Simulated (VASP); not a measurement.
# Sn (P6_3/mmc) in VASP: notebook

The runs below take Sn through single point, relaxation of cell and atoms, with RPBE.

Program: VASP 6.6.1. These are calculated values, not measurements. Logs are shortened: lines on timing, memory, paths and dates and some standing lists are left out, and cuts for length are marked.

### Step 1. The cell of the first run

It takes space group P6_3/mmc (No. 194, hexagonal). The conventional cell has a = 3.411 Å, b = 3.411 Å, c = 5.668 Å, α = 90.00°, β = 90.00°, γ = 120.00°. Within 4.5 Å of Sn (site symmetry -6m2) lie 12 Sn at 3.41 to 3.45 Å.

### Step 2. Single point, RPBE

Contents of INCAR:

```
PREC = Accurate
ENCUT = 520
EDIFF = 1E-6
ISMEAR = -1
SIGMA = 0.1
LREAL = F
LASPH = T
NELM = 100
ALGO = Normal
ISIF = 2
LWAVE = F
LCHARG = F
GGA = RP
NBANDS = 21
```

Contents of KPOINTS:

```
Automatic mesh
0
Gamma
  17 17 9
```

Contents of POSCAR:

```
Sn
1.0
    3.4113934630      0.0000000000      0.0000000000
   -1.7056967315      2.9543534013      0.0000000000
    0.0000000000      0.0000000000      5.6682920399
Sn
2
Direct
    0.3333333333      0.6666666667      0.2500000000
    0.6666666667      0.3333333333      0.7500000000
```

Potentials or basis: VASP PAW PBE potentials, release 64 (Sn_d).

On the command line:

```sh
cat potpaw_PBE.64/Sn_d/POTCAR > POTCAR
mpirun -np 1 vasp_std > vasp.out
```

OUTCAR:

```text
PREC = Accurate
   ENCUT = 520
   EDIFF = 1E-6
   ISMEAR = -1
   LREAL = F
   LASPH = T
   NELM = 100
   ISIF = 2
   GGA = RP

 ion  position               nearest neighbor table
   1  0.333  0.667  0.250-   2 3.45   2 3.45   2 3.45   2 3.45   2 3.45   2 3.45
   2  0.667  0.333  0.750-   1 3.45   1 3.45   1 3.45   1 3.45   1 3.45   1 3.45

  LATTYP: Found a hexagonal cell.
 ALAT       =     3.4113934630
 C/A-ratio  =     1.6615767432

  Lattice vectors:

 A1 = (   3.4113934630,   0.0000000000,   0.0000000000)
 A2 = (  -1.7056967315,   2.9543534013,   0.0000000000)
 A3 = (   0.0000000000,   0.0000000000,   5.6682920399)

Analysis of symmetry for initial positions (statically):
=====================================================================
 Subroutine PRICEL returns:
 Original cell was already a primitive cell.

 Routine SETGRP: Setting up the symmetry group for a
 hexagonal supercell.

 Subroutine GETGRP returns: Found 24 space group operations
 (whereof 12 operations were pure point group operations)
 out of a pool of 24 trial point group operations.

The static configuration has the point symmetry D_3d.
 The point group associated with its full space group is D_6h.

Analysis of symmetry for dynamics (positions and initial velocities):
=====================================================================
 Subroutine PRICEL returns:
 Original cell was already a primitive cell.

 Routine SETGRP: Setting up the symmetry group for a
 hexagonal supercell.

 Subroutine GETGRP returns: Found 24 space group operations
 (whereof 12 operations were pure point group operations)
 out of a pool of 24 trial point group operations.

The dynamic configuration has the point symmetry D_3d.
 The point group associated with its full space group is D_6h.

 Subroutine INISYM returns: Found 24 space group operations
 (whereof 12 operations are pure point group operations),
 and found     1 'primitive' translations

----------------------------------------------------------------------------------------

                                     Primitive cell

  volume of cell :      57.1277

  direct lattice vectors                    reciprocal lattice vectors
     3.411393463  0.000000000  0.000000000     0.293135345  0.169241770  0.000000000
    -1.705696732  2.954353401  0.000000000     0.000000000  0.338483541  0.000000000
     0.000000000  0.000000000  5.668292040     0.000000000  0.000000000  0.176419986

  length of vectors
[... 72 lines left out ...]
 SYSTEM =  unknown system
   PREC   = accura    normal or accurate (medium, high low for compatibility)
   ISTART =      0    job   : 0-new  1-cont  2-samecut
   ICHARG =      2    charge: 1-file 2-atom 10-const
   ISPIN  =      1    spin polarized calculation?
   LNONCOLLINEAR =      F non collinear calculations
   LSORBIT =      F    spin-orbit coupling
   LASPH  =      T    aspherical Exc in radial PAW
   ENCUT  =  520.0 eV  38.22 Ry    6.18 a.u.   6.34  6.34 10.54*2*pi/ulx,y,z
   NELM   =    100;   NELMIN=  2; NELMDL= -5     # of ELM steps
   EDIFF  = 0.1E-05   stopping-criterion for ELM
   LREAL  =      F    real-space projection
   EDIFFG = 0.1E-04   stopping-criterion for IOM
   NSW    =      0    number of steps for IOM
   IBRION =     -1    ionic relax: 0-MD 1-quasi-New 2-CG
   NFREE  =      0    steps in history (QN), initial steepest desc. (CG)
   ISIF   =      2    stress and relaxation
   ISYM   =      2    0-nonsym 1-usesym 2-fastsym
   POTIM  = 0.5000    time-step for ionic-motion
   TEBEG  =    0.0;   TEEND  =   0.0 temperature during run
   PSTRESS=    0.0 pullay stress
   NELECT =      28.0000    total number of electrons
   NUPDOWN=      -1.0000    fix difference up-down
   EMIN   =  10.00;   EMAX   =-10.00  energy-range for DOS
   EFERMI =   0.00;   METHOD = LEGACY
   ISMEAR =    -1;   SIGMA  =   0.10  broadening in eV -4-tet -1-fermi 0-gaus
   EFERMI_NEDOS =   21; number of points for ismear=-14 and -15
   IALGO  =     38    algorithm
   IMIX   =      4    mixing-type and parameters
     AMIX     =   0.40;   BMIX     =  1.00
     AMIX_MAG =   1.60;   BMIX_MAG =  1.00
  volume/ion in A,a.u.               =      28.56       192.76
  Fermi-wavevector in a.u.,A,eV,Ry     =   1.290760  2.439182 22.668126  1.666060
  Thomas-Fermi vector in A             =   2.422571
   LORBIT       =      0    0 simple, 1 ext, 2 COOP (PROOUT), +10 PAW based schemes
   GGA     = RP    functional components
   LHFCALC =     F    Hartree Fock is set to
   AEXX    =    0.0000 exact exchange contribution
   IVDW    =     0    specifies the selected vdW correction
   LEPSILON=     F    determine dielectric tensor
   LRPA    =     F    only Hartree local field effects (RPA)
 non-spin polarized calculation
  energy-cutoff  :      520.00
  volume of cell :       57.13
 maximum number of plane-waves:      1569
 NGX is ok and might be reduce to    28
   NGX = 13   NGY = 13   NGZ = 21

 number of electron      28.0000010 magnetization

 Free energy of the ion-electron system (eV)
  ---------------------------------------------------
  ext. energy  EPLUGINS =         0.00000000
  ---------------------------------------------------
  free energy    TOTEN  =        -6.86561276 eV

  energy without entropy =       -6.82984198  energy(sigma->0) =       -6.84772737

 E-fermi :   7.6380     XC(G=0): -10.0557

 val. band max:        7.6292341665   @ k =   0.2353   0.1176   0.4444
 cond. band min:       7.6381080696   @ k =   0.2353   0.0588   0.4444
 fundamental gap:      0.0088739031
 Fermi energy:         7.6380026703

 k-point     1 :       0.0000    0.0000    0.0000
  band No.  band energies     occupation
      1     -13.9652      2.00000
      2     -13.9579      2.00000
      3     -13.9519      2.00000
      4     -13.9519      2.00000
      5     -13.9437      2.00000
      6     -13.9437      2.00000
[... 565 lines left out ...]
     20      17.3020      0.00000
     21      18.0105      0.00000

 [... further k-points ...]
[... 5 lines left out ...]
  --------------------------------------------------------------------------------------
  -------------------------------------------------------------------------------------
  Total        0.0520805      0.0520805     -0.1838734      0.0000000     -0.0000000     -0.0000000
  in kB        1.4606281      1.4606281     -5.1568321      0.0000000     -0.0000000     -0.0000000
  external PRESSURE =      -0.7451920 kB  Pullay stress =       0.0000000 kB

 VOLUME and BASIS-vectors are now :
 -----------------------------------------------------------------------------
  energy-cutoff  :      520.00
  volume of cell :       57.13
      direct lattice vectors                 reciprocal lattice vectors
     3.411393463  0.000000000  0.000000000     0.293135345  0.169241770  0.000000000
    -1.705696732  2.954353401  0.000000000     0.000000000  0.338483541  0.000000000
     0.000000000  0.000000000  5.668292040     0.000000000  0.000000000  0.176419986

 POSITION                                       TOTAL-FORCE (eV/Angst)
 -----------------------------------------------------------------------------------
     -0.00000      1.96957      1.41707         0.000000     -0.000000      0.000000
      1.70570      0.98478      4.25122        -0.000000      0.000000      0.000000
 -----------------------------------------------------------------------------------
    total drift:                               -0.000000      0.000000      0.000000

  FREE ENERGIE OF THE ION-ELECTRON SYSTEM (eV)
  ---------------------------------------------------
  free  energy   TOTEN  =        -6.8656127566 eV

  energy  without entropy=       -6.8298419835  energy(sigma->0) =       -6.84772737
```

OSZICAR:

```text
N       E                     dE             d eps       ncg     rms          rms(c)
DAV:   1     0.218574844951E+03    0.21857E+03   -0.14826E+04  7058   0.207E+03
DAV:   2     0.152418188715E+02   -0.20333E+03   -0.19909E+03  6985   0.441E+02
DAV:   3    -0.621029350080E+01   -0.21452E+02   -0.21215E+02  7987   0.131E+02
DAV:   4    -0.685779231273E+01   -0.64750E+00   -0.64700E+00  7971   0.253E+01
DAV:   5    -0.688077333373E+01   -0.22981E-01   -0.22980E-01  9606   0.470E+00    0.175E+00
DAV:   6    -0.686912814441E+01    0.11645E-01   -0.21829E-02  8945   0.189E+00    0.994E-01
DAV:   7    -0.686565920405E+01    0.34689E-02   -0.14904E-02  9461   0.157E+00    0.117E-01
DAV:   8    -0.686559787308E+01    0.61331E-04   -0.14960E-03  8672   0.524E-01    0.267E-02
DAV:   9    -0.686560940683E+01   -0.11534E-04   -0.46668E-05 10061   0.664E-02    0.103E-02
DAV:  10    -0.686561237148E+01   -0.29646E-05   -0.49971E-06  6372   0.215E-02    0.903E-04
DAV:  11    -0.686561275659E+01   -0.38511E-06   -0.55036E-07  4990   0.112E-02
   1 F= -.68656128E+01 E0= -.68477274E+01  d E =-.357708E-01
```

stdout:

```text
POSCAR found type information on POSCAR Sn
 POSCAR found :  1 types and       2 ions
 scaLAPACK will be used
 -----------------------------------------------------------------------------
|                                                                             |
|                                                                             |
|     You enforced a specific xc type in the INCAR file but a different       |
|     I HOPE YOU KNOW WHAT YOU ARE DOING!                                     |
|                                                                             |
 -----------------------------------------------------------------------------

 LDA part: xc-table for (Slater+PW92), standard interpolation
 POSCAR, INCAR and KPOINTS ok, starting setup
 FFT: planning ... GRIDC
 FFT: planning ... GRID_SOFT
 FFT: planning ... GRID
 WAVECAR not read
 entering main loop
```

Run time: 88 s. Hardware: 1 thread of Intel Xeon Platinum 8375C at 2.90GHz (Ice Lake), shared host; peak memory 0.28 GiB.

What came out:

* Free energy: -6.8656 eV
* Pressure: -0.1 GPa
* Band gap on the k mesh: zero (band 14 reaches 13.39 eV, above the bottom of band 15 at 5.54 eV)

Caveat: the PAW data sets were made with another functional, which shifts forces and pressure a little; spin-orbit coupling is left out, which moves the levels of the heavy elements.

### Step 3. Relaxation of cell and atoms, RPBE

This run uses another cell than the first one, of 28.03 Å³/atom, 0.981 times its volume.

Contents of INCAR:

```
ALGO = Normal
EDIFF = 1E-7
EDIFFG = -0.01
ENCUT = 600
GGA = RP
IBRION = 2
ISIF = 3
ISMEAR = -1
LASPH = True
LCHARG = False
LREAL = False
LWAVE = False
NELM = 60
NSW = 80
PREC = Accurate
SIGMA = 0.1
```

Contents of KPOINTS:

```
k-points
0
Gamma
  11 11 6
```

Contents of POSCAR:

```
Sn
1.0
    3.4098662044      0.0000000000      0.0000000000
   -1.7049331022      2.9530307565      0.0000000000
    0.0000000000      0.0000000000      5.5683115117
Sn
2
Direct
    0.3333333333      0.6666666667      0.2500000000
    0.6666666667      0.3333333333      0.7500000000
```

Potentials or basis: VASP PAW PBE potentials, release 64 (Sn_d).

On the command line:

```sh
cat potpaw_PBE.64/Sn_d/POTCAR > POTCAR
mpirun -np 1 vasp_std > vasp.out
```

Wall time 2 min (1 thread of Intel Xeon Platinum 8375C at 2.90GHz (Ice Lake), shared host); peak memory 0.23 GiB.

Results (log left out):

```yaml
Free_energy: -6.8817 eV
Relaxed_volume: 28.56 Å³/atom
Relaxed_cell: a = 3.412 Å, b = 3.412 Å, c = 5.666 Å, α = 90.00°, β = 90.00°, γ = 120.00°
Space_group_after_relaxing_to_0.05_Å: P6_3/mmc (No. 194)
Energy_gained_by_relaxing: 2.8 meV/atom
Ionic_steps: 5
Pressure_after_relaxing: 0.0 GPa
Band_gap_on_the_k_mesh: zero (band 14 reaches 13.34 eV, above the bottom of band 15 at 5.78 eV)
```

Step by step:
```tsv
step	energy change (eV)	largest force (eV/Å)	pressure (GPa)	volume (Å³)
1	0.0000	0.0000	0.85	56.07
2	-0.0053	0.0000	-0.14	57.28
3	-0.0053	0.0000	-0.15	57.30
4	-0.0057	0.0000	-0.03	57.14
5	-0.0057	0.0000	-0.01	57.12
```

Final structure:
```xyz
2
Lattice="3.4117 0.0000 0.0000 -1.7058 2.9546 0.0000 0.0000 0.0000 5.6662" Properties=species:S:1:pos:R:3 pbc="T T T"
Sn    0.0000    1.9697    1.4165
Sn    1.7058    0.9849    4.2496
```

Levels at points of the mesh, in eV from the Fermi level:
```
           k point  band 11  band 12  band 13  band 14  band 15  band 16  band 17  band 18
(0.00, 0.00, 0.00)   -10.76    -6.84    -4.40     5.69     5.69     7.18     7.30     7.30
(0.00, 0.00, 0.50)    -9.56    -9.56     0.73     0.73     6.51     6.51     6.51     6.51
```

Caveat: the PAW data sets were made with another functional, which shifts forces and pressure a little; spin-orbit coupling is left out, which moves the levels of the heavy elements.
